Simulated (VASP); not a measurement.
# InSi27C26 (a cell with a defect) in VASP: single point with PBE

Aim: the single point of InSi27C26 (a cell with a defect) with PBE.

Everything below comes from runs of VASP 6.6.1. Logs are shortened: lines on timing, memory, paths and dates and some standing lists are left out, and cuts for length are marked.

### Step 1. The cell of the first run

The cell holds a defect, 54 atoms: a = 9.236 Å, b = 9.236 Å, c = 9.236 Å, α = 60.00°, β = 60.00°, γ = 60.00°.

### Step 2. Single point, PBE

The input, INCAR:

```
PREC = Accurate
ENCUT = 520
EDIFF = 1E-7
ISMEAR = -1
SIGMA = 0.01
LREAL = Auto
LASPH = T
NELM = 100
ALGO = Normal
ISIF = 2
LWAVE = F
LCHARG = T
GGA = PE
LELF = T
LVHAR = T
NBANDS = 146
NELECT = 226.0
```

The input, KPOINTS:

```
Automatic mesh
0
Gamma
  3 3 3
```

The input, POSCAR:

```
InSi27C26
1.0
    0.0000000000      6.5309898714      6.5309898714
    6.5309898714      0.0000000000      6.5309898714
    6.5309898714      6.5309898714      0.0000000000
Si In C
27 1 26
Direct
    0.2500000000      0.2500000000      0.2500000000
    0.2501682576      0.2501682576      0.5828781681
    0.2501682576      0.2501682576      0.9167853168
    0.2501682576      0.5828781681      0.2501682576
    0.2496342648      0.5834552451      0.5834552451
    0.2501682576      0.5828781681      0.9167853168
    0.2501682576      0.9167853168      0.2501682576
    0.2501682576      0.9167853168      0.5828781681
    0.3021108556      0.8992963815      0.8992963815
    0.5828781681      0.2501682576      0.2501682576
    0.5834552451      0.2496342648      0.5834552451
    0.5828781681      0.2501682576      0.9167853168
    0.5834552451      0.5834552451      0.2496342648
    0.5834552451      0.5834552451      0.5834552451
    0.5831435221      0.5831435221      0.9168564779
    0.5828781681      0.9167853168      0.2501682576
    0.5831435221      0.9168564779      0.5831435221
    0.5831435221      0.9168564779      0.9168564779
    0.9167853168      0.2501682576      0.2501682576
    0.9167853168      0.2501682576      0.5828781681
    0.8992963815      0.3021108556      0.8992963815
    0.9167853168      0.5828781681      0.2501682576
    0.9168564779      0.5831435221      0.5831435221
    0.9168564779      0.5831435221      0.9168564779
    0.8992963815      0.8992963815      0.3021108556
    0.9168564779      0.9168564779      0.5831435221
    0.8992963815      0.8992963815      0.8992963815
    0.0000000000      0.0000000000      0.0000000000
    0.0013963233      0.0013963233      0.3396644529
    0.0013963233      0.0013963233      0.6575429005
    0.0013963233      0.3396644529      0.0013963233
   -0.0000480464      0.3333493488      0.3333493488
    0.0013963233      0.3396644529      0.6575429005
    0.0013963233      0.6575429005      0.0013963233
    0.0013963233      0.6575429005      0.3396644529
    0.0006403492      0.6664532169      0.6664532169
    0.3396644529      0.0013963233      0.0013963233
    0.3333493488     -0.0000480464      0.3333493488
    0.3396644529      0.0013963233      0.6575429005
    0.3333493488      0.3333493488     -0.0000480464
    0.3333493488      0.3333493488      0.3333493488
    0.3331976028      0.3331976028      0.6668023972
    0.3396644529      0.6575429005      0.0013963233
    0.3331976028      0.6668023972      0.3331976028
    0.3331976028      0.6668023972      0.6668023972
    0.6575429005      0.0013963233      0.0013963233
    0.6575429005      0.0013963233      0.3396644529
    0.6664532169      0.0006403492      0.6664532169
    0.6575429005      0.3396644529      0.0013963233
    0.6668023972      0.3331976028      0.3331976028
    0.6668023972      0.3331976028      0.6668023972
    0.6664532169      0.6664532169      0.0006403492
    0.6668023972      0.6668023972      0.3331976028
    0.6664532169      0.6664532169      0.6664532169
```

Potentials or basis: VASP PAW PBE potentials, release 64 (Si, In_d, C).

On the command line:

```bash
cat potpaw_PBE.64/Si/POTCAR potpaw_PBE.64/In_d/POTCAR potpaw_PBE.64/C/POTCAR > POTCAR
mpirun -np 1 vasp_std > vasp.out
```

OUTCAR:

```text
PREC = Accurate
   ENCUT = 520
   EDIFF = 1E-7
   ISMEAR = -1
   LREAL = Auto
   LASPH = T
   NELM = 100
   ISIF = 2
   GGA = PE
   NELECT = 226.0

 ion  position               nearest neighbor table
   1  0.250  0.250  0.250-  41 1.89  38 1.89  40 1.89  32 1.89   7 3.08  19 3.08   3 3.08  20 3.08
                            22 3.08   8 3.08  12 3.08  16 3.08   6 3.08   4 3.08   2 3.08  10 3.08
   2  0.250  0.250  0.583-  33 1.88  39 1.88  41 1.88  42 1.89   4 3.07  10 3.07   1 3.08  17 3.08
                            23 3.08   5 3.08  11 3.08  20 3.08   8 3.08   3 3.08  21 3.11   9 3.11
   3  0.250  0.250  0.917-  31 1.88  37 1.88  40 1.88  42 1.89   6 3.07  12 3.07   1 3.08  18 3.08
                            24 3.08  11 3.08   5 3.08  19 3.08   7 3.08   2 3.08  21 3.11   9 3.11
   4  0.250  0.583  0.250-  35 1.88  43 1.88  41 1.88  44 1.89   2 3.07  10 3.07   1 3.08  15 3.08
                            23 3.08   5 3.08  13 3.08  22 3.08   6 3.08   7 3.08   9 3.11  25 3.11
   5  0.250  0.583  0.583-  36 1.88  45 1.89  44 1.89  42 1.89  26 3.08  24 3.08  23 3.08   4 3.08
                             2 3.08   7 3.08   3 3.08   8 3.08   6 3.08  13 3.08  14 3.08  11 3.08
   6  0.250  0.583  0.917-  43 1.88  34 1.88  40 1.88  45 1.89   3 3.07  12 3.07   1 3.08  15 3.08
                            24 3.08  14 3.08   5 3.08  22 3.08   4 3.08   8 3.08   9 3.11  27 3.11
   7  0.250  0.917  0.250-  29 1.88  37 1.88  38 1.88  44 1.89   8 3.07  16 3.07   1 3.08  18 3.08
                            26 3.08  13 3.08   5 3.08  19 3.08   3 3.08   4 3.08  25 3.11   9 3.11
   8  0.250  0.917  0.583-  39 1.88  30 1.88  38 1.88  45 1.89   7 3.07  16 3.07   1 3.08  17 3.08
                            26 3.08  14 3.08   5 3.08  20 3.08   2 3.08   6 3.08   9 3.11  27 3.11
   9  0.302  0.899  0.899-  37 1.86  39 1.86  43 1.86  28 2.28  18 2.77  17 2.77  15 2.77   8 3.11
[... 62 lines left out ...]
  53  0.667  0.667  0.333-  16 1.89  22 1.89  13 1.89  14 1.89
  54  0.666  0.666  0.666-  14 1.88  15 1.89  17 1.89  23 1.89

  LATTYP: Found a face centered cubic cell.
 ALAT       =    13.0619797428

  Lattice vectors:

 A1 = (   0.0000000000,   6.5309898714,   6.5309898714)
 A2 = (   6.5309898714,   0.0000000000,   6.5309898714)
 A3 = (   6.5309898714,   6.5309898714,   0.0000000000)

Analysis of symmetry for initial positions (statically):
=====================================================================
 Subroutine PRICEL returns:
 Original cell was already a primitive cell.

 Routine SETGRP: Setting up the symmetry group for a
 face centered cubic supercell.

 Subroutine GETGRP returns: Found 24 space group operations
 (whereof 24 operations were pure point group operations)
 out of a pool of 48 trial point group operations.

The static configuration has the point symmetry T_d .

Analysis of symmetry for dynamics (positions and initial velocities):
=====================================================================
 Subroutine PRICEL returns:
 Original cell was already a primitive cell.

 Routine SETGRP: Setting up the symmetry group for a
 face centered cubic supercell.

 Subroutine GETGRP returns: Found 24 space group operations
 (whereof 24 operations were pure point group operations)
 out of a pool of 48 trial point group operations.

The dynamic configuration has the point symmetry T_d .

 Subroutine INISYM returns: Found 24 space group operations
 (whereof 24 operations are pure point group operations),
 and found     1 'primitive' translations

----------------------------------------------------------------------------------------

                                     Primitive cell

  volume of cell :     557.1434

  direct lattice vectors                    reciprocal lattice vectors
     0.000000000  6.530989871  6.530989871    -0.076558073  0.076558073  0.076558073
     6.530989871  0.000000000  6.530989871     0.076558073 -0.076558073  0.076558073
     6.530989871  6.530989871  0.000000000     0.076558073  0.076558073 -0.076558073

  length of vectors
     9.236214452  9.236214452  9.236214452     0.132602472  0.132602472  0.132602472

  position of ions in fractional coordinates (direct lattice)
     0.250000000  0.250000000  0.250000000
     0.250168258  0.250168258  0.582878168
     0.250168258  0.250168258  0.916785317
     0.250168258  0.582878168  0.250168258
     0.249634265  0.583455245  0.583455245
     0.250168258  0.582878168  0.916785317
[... 46 lines left out ...]
     0.666802397  0.666802397  0.333197603
     0.666453217  0.666453217  0.666453217

  ion indices of the primitive-cell ions
   primitive index   ion index
                 1           1
                 2           2
                 3           3
                 4           4
                 5           5
                 6           6
[... 46 lines left out ...]
                53          53
                54          54

----------------------------------------------------------------------------------------

 KPOINTS: Automatic mesh

Automatic generation of k-mesh.
 Grid dimensions read from file:
 generate k-points for:    3    3    3

 Generating k-lattice:

  Cartesian coordinates                     Fractional coordinates (reciprocal lattice)
    -0.025519358  0.025519358  0.025519358     0.333333333  0.000000000  0.000000000
     0.025519358 -0.025519358  0.025519358     0.000000000  0.333333333  0.000000000
     0.025519358  0.025519358 -0.025519358     0.000000000  0.000000000  0.333333333

  Length of vectors
     0.044200824  0.044200824  0.044200824

  Shift w.r.t. Gamma in fractional coordinates (k-lattice)
     0.000000000  0.000000000  0.000000000

 Subroutine IBZKPT returns following result:
 ===========================================

 Found      4 irreducible k-points:

 Following reciprocal coordinates:
            Coordinates               Weight
  0.000000  0.000000  0.000000      1.000000
  0.333333  0.000000  0.000000      8.000000
  0.333333  0.333333  0.000000      6.000000
 -0.333333  0.333333  0.000000     12.000000
   k-points           NKPTS =      4   k-points in BZ     NKDIM =      4   number of bands    NBANDS=    146
   number of dos      NEDOS =    301   number of ions     NIONS =     54
   total plane-waves  NPLWV = 343000
   dimension x,y,z NGX =    70 NGY =   70 NGZ =   70
   dimension x,y,z NGXF=   140 NGYF=  140 NGZF=  140
   ions per type =              27   1  26
   NGX,Y,Z   is equivalent  to a cutoff of  12.60, 12.60, 12.60 a.u.
   NGXF,Y,Z  is equivalent  to a cutoff of  25.20, 25.20, 25.20 a.u.
 SYSTEM =  unknown system
   PREC   = accura    normal or accurate (medium, high low for compatibility)
   ISTART =      0    job   : 0-new  1-cont  2-samecut
   ICHARG =      2    charge: 1-file 2-atom 10-const
   ISPIN  =      1    spin polarized calculation?
   LNONCOLLINEAR =      F non collinear calculations
   LSORBIT =      F    spin-orbit coupling
   LASPH  =      T    aspherical Exc in radial PAW
   ENCUT  =  520.0 eV  38.22 Ry    6.18 a.u.  17.17 17.17 17.17*2*pi/ulx,y,z
   NELM   =    100;   NELMIN=  2; NELMDL= -5     # of ELM steps
   EDIFF  = 0.1E-06   stopping-criterion for ELM
   LREAL  =      T    real-space projection
   EDIFFG = 0.1E-05   stopping-criterion for IOM
   NSW    =      0    number of steps for IOM
   IBRION =     -1    ionic relax: 0-MD 1-quasi-New 2-CG
   NFREE  =      0    steps in history (QN), initial steepest desc. (CG)
   ISIF   =      2    stress and relaxation
   ISYM   =      2    0-nonsym 1-usesym 2-fastsym
   POTIM  = 0.5000    time-step for ionic-motion
   TEBEG  =    0.0;   TEEND  =   0.0 temperature during run
   PSTRESS=    0.0 pullay stress
   NELECT =     226.0000    total number of electrons
   NUPDOWN=      -1.0000    fix difference up-down
   EMIN   =  10.00;   EMAX   =-10.00  energy-range for DOS
   EFERMI =   0.00;   METHOD = LEGACY
   ISMEAR =    -1;   SIGMA  =   0.01  broadening in eV -4-tet -1-fermi 0-gaus
   EFERMI_NEDOS =   21; number of points for ismear=-14 and -15
   IALGO  =     38    algorithm
   IMIX   =      4    mixing-type and parameters
     AMIX     =   0.40;   BMIX     =  1.00
     AMIX_MAG =   1.60;   BMIX_MAG =  1.00
  volume/ion in A,a.u.               =      10.32        69.63
  Fermi-wavevector in a.u.,A,eV,Ry     =   1.211868  2.290098 19.981842  1.468624
  Thomas-Fermi vector in A             =   2.347370
   LORBIT       =      0    0 simple, 1 ext, 2 COOP (PROOUT), +10 PAW based schemes
   GGA     = PE    functional components
   LHFCALC =     F    Hartree Fock is set to
   AEXX    =    0.0000 exact exchange contribution
   IVDW    =     0    specifies the selected vdW correction
   LEPSILON=     F    determine dielectric tensor
   LRPA    =     F    only Hartree local field effects (RPA)
 non-spin polarized calculation
  energy-cutoff  :      520.00
  volume of cell :      557.14
 maximum number of plane-waves:     15065
 NGX is ok and might be reduce to    70
   NGX = 35   NGY = 35   NGZ = 35

 number of electron     226.0000003 magnetization

 Free energy of the ion-electron system (eV)
  ---------------------------------------------------
  ext. energy  EPLUGINS =         0.00000000
  ---------------------------------------------------
  free energy    TOTEN  =      -379.53449471 eV

  energy without entropy =     -379.52877283  energy(sigma->0) =     -379.53163377

 E-fermi :  10.2111     XC(G=0): -11.5039

 val. band max:       10.1964240285   @ k =   0.3333   0.0000   0.0000
 cond. band min:      10.3065336266   @ k =   0.0000   0.0000   0.0000
 fundamental gap:      0.1101095981
 Fermi energy:        10.2110866875

 k-point     1 :       0.0000    0.0000    0.0000
  band No.  band energies     occupation
      1      -7.1178      2.00000
      2      -5.3099      2.00000
      3      -5.3099      2.00000
      4      -5.3099      2.00000
      5      -5.0845      2.00000
      6      -5.0004      2.00000
[... 501 lines left out ...]
    124      13.2967      0.00000
    125      13.4083      0.00000
 [bands above 125 left out]

------------------------ aborting loop because EDIFF is reached ----------------------------------------

  FORCE on cell =-STRESS in cart. coord.  units (eV):
  Direction    XX          YY          ZZ          XY          YZ          ZX
  --------------------------------------------------------------------------------------
  -------------------------------------------------------------------------------------
  Total       55.5866125     55.5866125     55.5866125      0.0000000     -0.0000000      0.0000000
  in kB      159.8504138    159.8504138    159.8504138      0.0000000     -0.0000000      0.0000000
  external PRESSURE =     159.8504138 kB  Pullay stress =       0.0000000 kB

 VOLUME and BASIS-vectors are now :
 -----------------------------------------------------------------------------
  energy-cutoff  :      520.00
  volume of cell :      557.14
      direct lattice vectors                 reciprocal lattice vectors
     0.000000000  6.530989871  6.530989871    -0.076558073  0.076558073  0.076558073
     6.530989871  0.000000000  6.530989871     0.076558073 -0.076558073  0.076558073
     6.530989871  6.530989871  0.000000000     0.076558073  0.076558073 -0.076558073

 POSITION                                       TOTAL-FORCE (eV/Angst)
 -----------------------------------------------------------------------------------
      3.26549      3.26549      3.26549         0.000000      0.000000      0.000000
      5.44062      5.44062      3.26769        -0.002765     -0.002765      0.012935
      7.62136      7.62136      3.26769         0.002765      0.002765      0.012935
      5.44062      3.26769      5.44062        -0.002765      0.012935     -0.002765
      7.62108      5.44090      5.44090        -0.021635      0.021635      0.021635
      9.79429      7.62136      5.44062        -0.012935      0.002765     -0.002765
[... 46 lines left out ...]
      6.53099      6.53099      8.70976         0.000000      0.000000      0.002792
      8.70520      8.70520      8.70520         0.024582      0.024582      0.024582
 -----------------------------------------------------------------------------------
    total drift:                                0.000003      0.000003      0.000003

  FREE ENERGIE OF THE ION-ELECTRON SYSTEM (eV)
  ---------------------------------------------------
  free  energy   TOTEN  =      -379.5344947065 eV

  energy  without entropy=     -379.5287728343  energy(sigma->0) =     -379.53163377
```

Run time: 12 min. Hardware: 1 thread of AMD EPYC 9R14 (Zen 4), shared host; peak memory 0.76 GiB.

Results:

- Free energy: -379.5345 eV
- Largest force: 0.043 eV/Å

Forces in eV/Å, atoms in the order of the input:
```
Si   0.000  0.000  0.000
Si  -0.003 -0.003  0.013
Si   0.003  0.003  0.013
Si  -0.003  0.013 -0.003
Si  -0.022  0.022  0.022
Si  -0.013  0.003 -0.003
Si   0.003  0.013  0.003
Si  -0.013 -0.003  0.003
Si   0.002 -0.002 -0.002
Si   0.013 -0.003 -0.003
Si   0.022 -0.022  0.022
Si   0.003 -0.013 -0.003
Si   0.022  0.022 -0.022
Si  -0.022 -0.022 -0.022
Si   0.000  0.000  0.006
Si   0.003 -0.003 -0.013
Si   0.000  0.006  0.000
Si  -0.006  0.000  0.000
Si   0.013  0.003  0.003
Si  -0.003 -0.013  0.003
Si  -0.002  0.002 -0.002
Si  -0.003  0.003 -0.013
Si   0.006  0.000  0.000
Si   0.000 -0.006  0.000
Si  -0.002 -0.002  0.002
Si   0.000  0.000 -0.006
Si   0.002  0.002  0.002
In   0.000  0.000  0.000
C   -0.011 -0.011 -0.004
C    0.011  0.011 -0.004
C   -0.011 -0.004 -0.011
C   -0.001  0.001  0.001
C    0.004  0.011 -0.011
C    0.011 -0.004  0.011
C    0.004 -0.011  0.011
C    0.025 -0.025 -0.025
C   -0.004 -0.011 -0.011
C    0.001 -0.001  0.001
C    0.011  0.004 -0.011
C    0.001  0.001 -0.001
C   -0.001 -0.001 -0.001
C    0.000  0.000 -0.003
C    0.011 -0.011  0.004
C    0.000 -0.003  0.000
C    0.003  0.000  0.000
C   -0.004  0.011  0.011
C   -0.011  0.004  0.011
C   -0.025  0.025 -0.025
C   -0.011  0.011  0.004
C   -0.003  0.000  0.000
C    0.000  0.003  0.000
C   -0.025 -0.025  0.025
C    0.000  0.000  0.003
C    0.025  0.025  0.025
```

Caveat: the cell carries a net charge on a neutralising background, which shifts energy and pressure; the cell is charged against a uniform background, so pressure and absolute levels hang on convention; spin-orbit coupling is left out, which moves the levels of the heavy elements.
